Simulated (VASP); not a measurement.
# Be3ZnTe4 (P-4m2) in VASP: a series of runs

Be3ZnTe4 is run at these levels: PBE, PBEsol; tasks: single point.

Program: VASP 6.6.1. These are calculated values, not measurements. Logs are shortened: lines on timing, memory, paths and dates and some standing lists are left out, and cuts for length are marked.

## 1. The cell of the first run

It takes space group P-4m2 (No. 115, tetragonal). Conventional cell: a = 4.085 Å, b = 4.085 Å, c = 11.657 Å, α = 90.00°, β = 90.00°, γ = 90.00°. Within 3.3 Å of Be (site symmetry -4m2) lie 4 Te at 2.47 Å. Within 3.3 Å of Be (site symmetry 2mm) lie 4 Te at 2.46 to 2.48 Å. Zn (site symmetry -4m2) has 4 Te at 2.63 Å within 3.5 Å. Te (site symmetry 2mm) has 4 Be at 2.47 to 2.48 Å within 3.3 Å. Te (site symmetry 2mm) has 2 Be at 2.46 Å and 2 Zn at 2.63 Å within 3.3 Å.

## 2. Single point, PBE

POSCAR

```
Be3ZnTe4
1.0
    4.0849839000      0.0000000000      0.0000000000
    0.0000000000      4.0849839000      0.0000000000
    0.0000000000      0.0000000000     11.6567357000
Be Zn Te
3 1 4
Direct
    0.0000000000      0.0000000000      0.0000000000
    0.5000000000      0.5000000000      0.2395780000
    0.5000000000      0.5000000000      0.7604220000
    0.0000000000      0.0000000000      0.5000000000
    0.5000000000      0.0000000000      0.1196240000
    0.0000000000      0.5000000000      0.3577200000
    0.5000000000      0.0000000000      0.6422800000
    0.0000000000      0.5000000000      0.8803760000
```

INCAR.step1

```
PREC = Accurate
ENCUT = 520
EDIFF = 1E-6
ISMEAR = 0
SIGMA = 0.02
LREAL = F
LASPH = T
NELM = 60
ALGO = Normal
ISIF = 2
LWAVE = F
LCHARG = T
GGA = PE
NBANDS = 31
```

KPOINTS.step1

```
regular mesh
0
Gamma
  8 8 4
```

INCAR.step2

```
PREC = Accurate
ENCUT = 520
EDIFF = 1E-6
ISMEAR = -5
SIGMA = 0.02
LREAL = F
LASPH = T
NELM = 60
ALGO = Normal
ISIF = 2
LWAVE = F
LCHARG = F
GGA = PE
LORBIT = 11
NBANDS = 31
NEDOS = 2001
ICHARG = 11
```

KPOINTS.step2

```
regular mesh
0
Gamma
  12 12 6
```

Potentials or basis: VASP PAW PBE potentials, release 64 (Be, Zn, Te).

Run with:

```
> cat potpaw_PBE.64/Be/POTCAR potpaw_PBE.64/Zn/POTCAR potpaw_PBE.64/Te/POTCAR > POTCAR
> cp INCAR.step1 INCAR
> cp KPOINTS.step1 KPOINTS
> mpirun -np 1 vasp_std > vasp.out
> cp INCAR.step2 INCAR
> cp KPOINTS.step2 KPOINTS
> mpirun -np 1 vasp_std > vasp.out
```

OUTCAR:

```text
PREC = Accurate
   ENCUT = 520
   EDIFF = 1E-6
   ISMEAR = -5
   LREAL = F
   LASPH = T
   NELM = 60
   ISIF = 2
   GGA = PE
   LORBIT = 11
   ICHARG = 11

 ion  position               nearest neighbor table
   1  0.000  0.000  0.000-   5 2.47   8 2.47   8 2.47   5 2.47
   2  0.500  0.500  0.240-   6 2.46   6 2.46   5 2.48   5 2.48
   3  0.500  0.500  0.760-   7 2.46   7 2.46   8 2.48   8 2.48
   4  0.000  0.000  0.500-   6 2.63   7 2.63   6 2.63   7 2.63
   5  0.500  0.000  0.120-   1 2.47   1 2.47   2 2.48   2 2.48
   6  0.000  0.500  0.358-   2 2.46   2 2.46   4 2.63   4 2.63
   7  0.500  0.000  0.642-   3 2.46   3 2.46   4 2.63   4 2.63
   8  0.000  0.500  0.880-   1 2.47   1 2.47   3 2.48   3 2.48

  LATTYP: Found a simple tetragonal cell.
 ALAT       =     4.0849839000
 C/A-ratio  =     2.8535573176

  Lattice vectors:

 A1 = (   4.0849839000,   0.0000000000,   0.0000000000)
 A2 = (   0.0000000000,   4.0849839000,   0.0000000000)
 A3 = (   0.0000000000,   0.0000000000,  11.6567357000)

Analysis of symmetry for initial positions (statically):
=====================================================================
 Subroutine PRICEL returns:
 Original cell was already a primitive cell.

 Routine SETGRP: Setting up the symmetry group for a
 simple tetragonal supercell.

 Subroutine GETGRP returns: Found  8 space group operations
 (whereof  8 operations were pure point group operations)
 out of a pool of 16 trial point group operations.

The static configuration has the point symmetry D_2d.

Analysis of symmetry for dynamics (positions and initial velocities):
=====================================================================
 Subroutine PRICEL returns:
 Original cell was already a primitive cell.

 Routine SETGRP: Setting up the symmetry group for a
 simple tetragonal supercell.

 Subroutine GETGRP returns: Found  8 space group operations
 (whereof  8 operations were pure point group operations)
 out of a pool of 16 trial point group operations.

The dynamic configuration has the point symmetry D_2d.

 Subroutine INISYM returns: Found  8 space group operations
 (whereof  8 operations are pure point group operations),
 and found     1 'primitive' translations

----------------------------------------------------------------------------------------

                                     Primitive cell

  volume of cell :     194.5170

  direct lattice vectors                    reciprocal lattice vectors
     4.084983900  0.000000000  0.000000000     0.244799006  0.000000000  0.000000000
     0.000000000  4.084983900  0.000000000     0.000000000  0.244799006  0.000000000
     0.000000000  0.000000000 11.656735700     0.000000000  0.000000000  0.085787310

  length of vectors
     4.084983900  4.084983900 11.656735700     0.244799006  0.244799006  0.085787310

  position of ions in fractional coordinates (direct lattice)
     0.000000000  0.000000000  0.000000000
     0.500000000  0.500000000  0.239578000
     0.500000000  0.500000000  0.760422000
     0.000000000  0.000000000  0.500000000
     0.500000000  0.000000000  0.119624000
     0.000000000  0.500000000  0.357720000
     0.500000000  0.000000000  0.642280000
     0.000000000  0.500000000  0.880376000

  ion indices of the primitive-cell ions
   primitive index   ion index
                 1           1
                 2           2
                 3           3
                 4           4
                 5           5
                 6           6
                 7           7
                 8           8

----------------------------------------------------------------------------------------

 KPOINTS: regular mesh

Automatic generation of k-mesh.
 Grid dimensions read from file:
 generate k-points for:   12   12    6

 Generating k-lattice:

  Cartesian coordinates                     Fractional coordinates (reciprocal lattice)
     0.020399917  0.000000000  0.000000000     0.083333333  0.000000000  0.000000000
     0.000000000  0.020399917  0.000000000     0.000000000  0.083333333  0.000000000
     0.000000000  0.000000000  0.014297885     0.000000000  0.000000000  0.166666667

  Length of vectors
     0.020399917  0.020399917  0.014297885

  Shift w.r.t. Gamma in fractional coordinates (k-lattice)
     0.000000000  0.000000000  0.000000000

 TETIRR: Found   1296 inequivalent tetrahedra from     5184

 Subroutine IBZKPT returns following result:
 ===========================================

 Found    112 irreducible k-points:

 Following reciprocal coordinates:
            Coordinates               Weight
  0.000000  0.000000  0.000000      1.000000
  0.083333  0.000000  0.000000      4.000000
  0.166667  0.000000  0.000000      4.000000
  0.250000  0.000000  0.000000      4.000000
  0.333333  0.000000  0.000000      4.000000
  0.416667  0.000000  0.000000      4.000000
[... 16 lines left out ...]
  0.333333  0.333333  0.000000      4.000000
  0.416667  0.333333  0.000000      8.000000
 [... further k-points ...]
   k-points           NKPTS =    112   k-points in BZ     NKDIM =    112   number of bands    NBANDS=     31
   number of dos      NEDOS =   2001   number of ions     NIONS =      8
   total plane-waves  NPLWV =  81000
   dimension x,y,z NGX =    30 NGY =   30 NGZ =   90
   dimension x,y,z NGXF=    60 NGYF=   60 NGZF=  180
   ions per type =               3   1   4
   NGX,Y,Z   is equivalent  to a cutoff of  12.21, 12.21, 12.84 a.u.
   NGXF,Y,Z  is equivalent  to a cutoff of  24.42, 24.42, 25.67 a.u.
 SYSTEM =  unknown system
   PREC   = accura    normal or accurate (medium, high low for compatibility)
   ISTART =      0    job   : 0-new  1-cont  2-samecut
   ICHARG =     11    charge: 1-file 2-atom 10-const
   ISPIN  =      1    spin polarized calculation?
   LNONCOLLINEAR =      F non collinear calculations
   LSORBIT =      F    spin-orbit coupling
   LASPH  =      T    aspherical Exc in radial PAW
   ENCUT  =  520.0 eV  38.22 Ry    6.18 a.u.   7.60  7.60 21.67*2*pi/ulx,y,z
   NELM   =     60;   NELMIN=  2; NELMDL=  0     # of ELM steps
   EDIFF  = 0.1E-05   stopping-criterion for ELM
   LREAL  =      F    real-space projection
   EDIFFG = 0.1E-04   stopping-criterion for IOM
   NSW    =      0    number of steps for IOM
   IBRION =     -1    ionic relax: 0-MD 1-quasi-New 2-CG
   NFREE  =      0    steps in history (QN), initial steepest desc. (CG)
   ISIF   =      2    stress and relaxation
   ISYM   =      2    0-nonsym 1-usesym 2-fastsym
   POTIM  = 0.5000    time-step for ionic-motion
   TEBEG  =    0.0;   TEEND  =   0.0 temperature during run
   PSTRESS=    0.0 pullay stress
   NELECT =      42.0000    total number of electrons
   NUPDOWN=      -1.0000    fix difference up-down
   EMIN   =  10.00;   EMAX   =-10.00  energy-range for DOS
   EFERMI =   0.00;   METHOD = LEGACY
   ISMEAR =    -5;   SIGMA  =   0.02  broadening in eV -4-tet -1-fermi 0-gaus
   EFERMI_NEDOS =   21; number of points for ismear=-14 and -15
   IALGO  =     38    algorithm
   IMIX   =      4    mixing-type and parameters
     AMIX     =   0.40;   BMIX     =  1.00
     AMIX_MAG =   1.60;   BMIX_MAG =  1.00
  volume/ion in A,a.u.               =      24.31       164.08
  Fermi-wavevector in a.u.,A,eV,Ry     =   0.982137  1.855970 13.124084  0.964593
  Thomas-Fermi vector in A             =   2.113197
   LORBIT       =     11    0 simple, 1 ext, 2 COOP (PROOUT), +10 PAW based schemes
   GGA     = PE    functional components
   LHFCALC =     F    Hartree Fock is set to
   AEXX    =    0.0000 exact exchange contribution
   IVDW    =     0    specifies the selected vdW correction
   LEPSILON=     F    determine dielectric tensor
   LRPA    =     F    only Hartree local field effects (RPA)
 non-spin polarized calculation
 Fermi weights with tetrahedron method with Bloechl corrections
  energy-cutoff  :      520.00
  volume of cell :      194.52
 maximum number of plane-waves:      5280

 number of electron      41.9999992 magnetization

 Free energy of the ion-electron system (eV)
  ---------------------------------------------------
  ext. energy  EPLUGINS =         0.00000000
  ---------------------------------------------------
  free energy    TOTEN  =       -27.92405571 eV

  energy without entropy =      -27.92405571  energy(sigma->0) =      -27.92405571

 E-fermi :   4.4171     XC(G=0):  -8.9546

 val. band max:        4.4126865470   @ k =   0.0000   0.0000   0.0000
 cond. band min:       6.3618372947   @ k =   0.0000   0.0000   0.3333
 fundamental gap:      1.9491507477
 Fermi energy:         4.4171359514

 k-point     1 :       0.0000    0.0000    0.0000
  band No.  band energies     occupation
      1      -7.6942      2.00000
      2      -7.1051      2.00000
      3      -6.9394      2.00000
      4      -6.0772      2.00000
      5      -2.4577      2.00000
      6      -2.4577      2.00000
[... 23 lines left out ...]
     30       8.6358      0.00000
     31       8.6705      0.00000

 k-point     2 :       0.0833    0.0000    0.0000
  band No.  band energies     occupation
      1      -7.6542      2.00000
      2      -7.0751      2.00000
      3      -6.9120      2.00000
      4      -6.0754      2.00000
      5      -2.4613      2.00000
      6      -2.4567      2.00000
[... 23 lines left out ...]
     30       8.7423      0.00000
     31       8.9007      0.00000

 k-point     3 :       0.1667    0.0000    0.0000
  band No.  band energies     occupation
      1      -7.5368      2.00000
      2      -6.9896      2.00000
      3      -6.8351      2.00000
      4      -6.0778      2.00000
      5      -2.4655      2.00000
      6      -2.4539      2.00000
[... 23 lines left out ...]
     30       9.1607      0.00000
     31       9.3206      0.00000

 k-point     4 :       0.2500    0.0000    0.0000
  band No.  band energies     occupation
      1      -7.3501      2.00000
      2      -6.8625      2.00000
      3      -6.7257      2.00000
      4      -6.1059      2.00000
      5      -2.4636      2.00000
      6      -2.4502      2.00000
[... 23 lines left out ...]
     30       9.4992      0.00000
     31       9.7149      0.00000

 k-point     5 :       0.3333    0.0000    0.0000
  band No.  band energies     occupation
      1      -7.1096      2.00000
      2      -6.7190      2.00000
      3      -6.6126      2.00000
      4      -6.1881      2.00000
      5      -2.4537      2.00000
      6      -2.4464      2.00000
[... 23 lines left out ...]
     30       9.3290      0.00000
     31       9.6940      0.00000
[... 542 lines left out ...]
     30      10.2594      0.00000
     31      10.4853      0.00000

 k-point    22 :       0.5000    0.2500    0.0000
  band No.  band energies     occupation
      1      -6.3684      2.00000
      2      -6.3608      2.00000
      3      -6.3108      2.00000
      4      -6.3088      2.00000
      5      -2.4230      2.00000
      6      -2.3912      2.00000
[... 23 lines left out ...]
     30      10.5102      0.00000
     31      10.5556      0.00000

 k-point    23 :       0.3333    0.3333    0.0000
  band No.  band energies     occupation
      1      -6.6142      2.00000
      2      -6.3709      2.00000
      3      -6.3021      2.00000
      4      -6.0734      2.00000
      5      -2.4274      2.00000
      6      -2.3956      2.00000
[... 23 lines left out ...]
     30      10.4264      0.00000
     31      10.5781      0.00000

 k-point    24 :       0.4167    0.3333    0.0000
  band No.  band energies     occupation
      1      -6.4102      2.00000
      2      -6.2658      2.00000
      3      -6.2229      2.00000
      4      -6.1123      2.00000
      5      -2.4119      2.00000
      6      -2.3906      2.00000
[... 23 lines left out ...]
     30      10.5639      0.00000
     31      10.7563      0.00000

 [... further k-points ...]

------------------------ aborting loop because EDIFF is reached ----------------------------------------

  FORCE on cell =-STRESS in cart. coord.  units (eV):
  Direction    XX          YY          ZZ          XY          YZ          ZX
  --------------------------------------------------------------------------------------
  -------------------------------------------------------------------------------------
  Total        0.1483398      0.1483398      0.1630652      0.0000000     -0.0000000      0.0000000
  in kB        1.2218297      1.2218297      1.3431186      0.0000000     -0.0000000      0.0000000
  external PRESSURE =       1.2622593 kB  Pullay stress =       0.0000000 kB

 VOLUME and BASIS-vectors are now :
 -----------------------------------------------------------------------------
  energy-cutoff  :      520.00
  volume of cell :      194.52
      direct lattice vectors                 reciprocal lattice vectors
     4.084983900  0.000000000  0.000000000     0.244799006  0.000000000  0.000000000
     0.000000000  4.084983900  0.000000000     0.000000000  0.244799006  0.000000000
     0.000000000  0.000000000 11.656735700     0.000000000  0.000000000  0.085787310

 POSITION                                       TOTAL-FORCE (eV/Angst)
 -----------------------------------------------------------------------------------
      0.00000      0.00000      0.00000         0.000000      0.000000      0.000000
      2.04249      2.04249      2.79270         0.000000      0.000000      0.000131
      2.04249      2.04249      8.86404         0.000000     -0.000000     -0.000131
      0.00000      0.00000      5.82837         0.000000      0.000000      0.000000
      2.04249      0.00000      1.39443        -0.000000      0.000000      0.000579
      0.00000      2.04249      4.16985         0.000000      0.000000     -0.000846
      2.04249      0.00000      7.48689         0.000000     -0.000000      0.000846
      0.00000      2.04249     10.26231         0.000000      0.000000     -0.000579
 -----------------------------------------------------------------------------------
    total drift:                                0.000000     -0.000000      0.000000

  FREE ENERGIE OF THE ION-ELECTRON SYSTEM (eV)
  ---------------------------------------------------
  free  energy   TOTEN  =       -27.9240557061 eV

  energy  without entropy=      -27.9240557061  energy(sigma->0) =      -27.92405571

 total charge

# of ion       s       p       d       tot
------------------------------------------
    1        0.366   0.537   0.000   0.903
    2        0.366   0.536   0.000   0.902
    3        0.366   0.536   0.000   0.902
    4        0.559   0.445   9.759  10.763
    5        1.333   2.116   0.030   3.479
    6        1.338   2.106   0.030   3.474
    7        1.338   2.106   0.030   3.474
    8        1.333   2.116   0.030   3.479
--------------------------------------------------
tot          7.001  10.497   9.880  27.377
```

It took 11 min on 1 thread of Oxide Virtual Turin-like, shared host; peak memory 0.67 GiB.

What came out:

```yaml
Valence_electrons_inside_the_program's_atomic_spheres: Be 0.90; Zn 10.76; Te 3.48, 3.47 (each value once)
```

Caveat: spin-orbit coupling is left out, which moves the levels of the heavy elements.

## 3. Single point, PBEsol

POSCAR is that of step 2.

INCAR.step1

```
PREC = Accurate ; ENCUT = 520
EDIFF = 1E-7 ; ISMEAR = 0
SIGMA = 0.02 ; LREAL = False
LASPH = True ; NELM = 100
ALGO = Normal ; ISIF = 2
LWAVE = False ; LCHARG = True
GGA = PS ; NBANDS = 31
```

KPOINTS.step1 is that of step 2.

INCAR.step2

```
PREC = Accurate ; ENCUT = 520
EDIFF = 1E-7 ; ISMEAR = -5
SIGMA = 0.02 ; LREAL = False
LASPH = True ; NELM = 100
ALGO = Normal ; ISIF = 2
LWAVE = False ; LCHARG = False
GGA = PS ; LORBIT = 11
NBANDS = 31 ; NEDOS = 1001
ICHARG = 11
```

KPOINTS.step2 is that of step 2.

Potentials or basis: VASP PAW PBE potentials, release 64 (Be, Zn, Te).

Run with:

```
> cat potpaw_PBE.64/Be/POTCAR potpaw_PBE.64/Zn/POTCAR potpaw_PBE.64/Te/POTCAR > POTCAR
> cp INCAR.step1 INCAR
> cp KPOINTS.step1 KPOINTS
> mpirun -np 1 vasp_std > vasp.out
> cp INCAR.step2 INCAR
> cp KPOINTS.step2 KPOINTS
> mpirun -np 1 vasp_std > vasp.out
```

It took 15 min on 1 thread of Oxide Virtual Turin-like, shared host; peak memory 0.67 GiB.

Results (log left out):

| Item | Value |
| --- | --- |
| Valence electrons inside the program's atomic spheres | Be 0.90; Zn 10.77; Te 3.48, 3.47 (each value once) |

Levels at points of the mesh, in eV from the valence-band top:
| k point | band 17 | band 18 | band 19 | band 20 | band 21 | band 22 | band 23 | band 24 | band 25 | band 26 |
| --- | --- | --- | --- | --- | --- | --- | --- | --- | --- | --- |
| (0.00, 0.00, 0.00) | -1.36 | -1.36 | -0.15 | 0.00 | 0.00 | 1.86 | 2.32 | 2.42 | 2.74 | 2.78 |
| (0.50, 0.00, 0.00) | -1.37 | -1.31 | -1.13 | -1.10 | -0.52 | 2.21 | 2.68 | 3.40 | 3.54 | 4.31 |
| (0.50, 0.50, 0.00) | -3.06 | -2.63 | -2.49 | -2.49 | -2.42 | 1.94 | 1.94 | 1.95 | 2.78 | 4.96 |
| (0.00, 0.00, 0.50) | -1.25 | -0.82 | -0.82 | -0.38 | -0.38 | 1.86 | 2.18 | 2.85 | 2.95 | 3.12 |
| (0.50, 0.00, 0.50) | -1.88 | -1.37 | -1.37 | -1.32 | -0.53 | 2.86 | 3.22 | 3.26 | 3.32 | 4.22 |
| (0.50, 0.50, 0.50) | -2.91 | -2.87 | -2.85 | -2.69 | -2.69 | 2.57 | 2.85 | 2.85 | 2.97 | 2.97 |

Caveat: the PAW data sets were made with another functional, which shifts forces and pressure a little; spin-orbit coupling is left out, which moves the levels of the heavy elements.
